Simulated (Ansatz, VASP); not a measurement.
# Zn7Cd9: VASP beside Ansatz

Contents of INCAR:

```
PREC = Accurate
ENCUT = 520
EDIFF = 1E-6
ISMEAR = 1
SIGMA = 0.1
LREAL = Auto
LASPH = T
NELM = 100
ALGO = Normal
ISIF = 2
LWAVE = F
LCHARG = F
GGA = PE
NBANDS = 110
```

File KPOINTS:

```
regular mesh
0
Gamma
  4 4 2
```

Contents of POSCAR:

```
Zn7Cd9
1.0
    5.9577400000      0.0000000000      0.0000000000
   -2.9788700000      5.1595540000      0.0000000000
    0.0000000000      0.0000000000     11.2353000000
Zn Cd
7 9
Direct
    0.1666666667      0.3333333333      0.1250000000
    0.1666666667      0.3333333333      0.6250000000
    0.3333333333      0.1666666667      0.8750000000
    0.1666666667      0.8333333333      0.6250000000
    0.6666666667      0.3333333333      0.1250000000
    0.6666666667      0.8333333333      0.1250000000
    0.6666666667      0.8333333333      0.6250000000
    0.3333333333      0.1666666667      0.3750000000
    0.1666666667      0.8333333333      0.1250000000
    0.3333333333      0.6666666667      0.3750000000
    0.3333333333      0.6666666667      0.8750000000
    0.8333333333      0.1666666667      0.3750000000
    0.6666666667      0.3333333333      0.6250000000
    0.8333333333      0.1666666667      0.8750000000
    0.8333333333      0.6666666667      0.3750000000
    0.8333333333      0.6666666667      0.8750000000
```

Input for Ansatz:

```yaml
crystal:
  lattice:
    - [5.95774, 0.0, 0.0]
    - [-2.97887, 5.159554, 0.0]
    - [0.0, 0.0, 11.2353]
  atoms:
    - { symbol: Zn, position: [0.16666666666666666, 0.3333333333333333, 0.125] }
    - { symbol: Cd, position: [0.3333333333333333, 0.16666666666666666, 0.375] }
    - { symbol: Zn, position: [0.16666666666666666, 0.3333333333333333, 0.625] }
    - { symbol: Zn, position: [0.3333333333333333, 0.16666666666666666, 0.875] }
    - { symbol: Cd, position: [0.16666666666666666, 0.8333333333333333, 0.125] }
    - { symbol: Cd, position: [0.3333333333333333, 0.6666666666666666, 0.375] }
    - { symbol: Zn, position: [0.16666666666666666, 0.8333333333333333, 0.625] }
    - { symbol: Cd, position: [0.3333333333333333, 0.6666666666666666, 0.875] }
    - { symbol: Zn, position: [0.6666666666666666, 0.3333333333333333, 0.125] }
    - { symbol: Cd, position: [0.8333333333333333, 0.16666666666666666, 0.375] }
    - { symbol: Cd, position: [0.6666666666666666, 0.3333333333333333, 0.625] }
    - { symbol: Cd, position: [0.8333333333333333, 0.16666666666666666, 0.875] }
    - { symbol: Zn, position: [0.6666666666666666, 0.8333333333333333, 0.125] }
    - { symbol: Cd, position: [0.8333333333333333, 0.6666666666666666, 0.375] }
    - { symbol: Zn, position: [0.6666666666666666, 0.8333333333333333, 0.625] }
    - { symbol: Cd, position: [0.8333333333333333, 0.6666666666666666, 0.875] }
kpoints:
  mp_grid:
    grid: [4, 4, 2]
hamiltonian:
  xc: pbe
  pseudopotentials:
    kind: paw
scf:
  convergence:
    dr2_threshold: 1.0e-07
  occupations:
    method: cold
    width: 0.1
output:
  forces: true
  stress: true
```

Alike in both runs: task single point; functional PBE; k mesh 4 × 4 × 2; no spin polarisation.

```csv
,VASP,Ansatz
version,VASP 6.6.1,Ansatz 0.2.0
potentials or method,"VASP PAW PBE potentials, release 64 (Zn, Cd)","plane waves, PAW"
plane-wave cutoff (eV),520,420
occupations,"methfessel-paxton of order 1, width 0.1 eV","cold, width 0.1 eV"
valence electrons in the cell,192,264
```

Ansatz gave:

```
pressure (GPa)                     : -3.2
rms of the force components (eV/Å) : 0.037
```

**Question.** What did VASP give for the same quantities?

**Answer.** Pressure (GPa): -3.0; rms of the force components (eV/Å): 0.038.

VASP's potentials hold 192 valence electrons a cell and Ansatz's 264, so a difference there can come from the potentials and not from the codes. Ansatz's warnings: stress scf threshold loose.
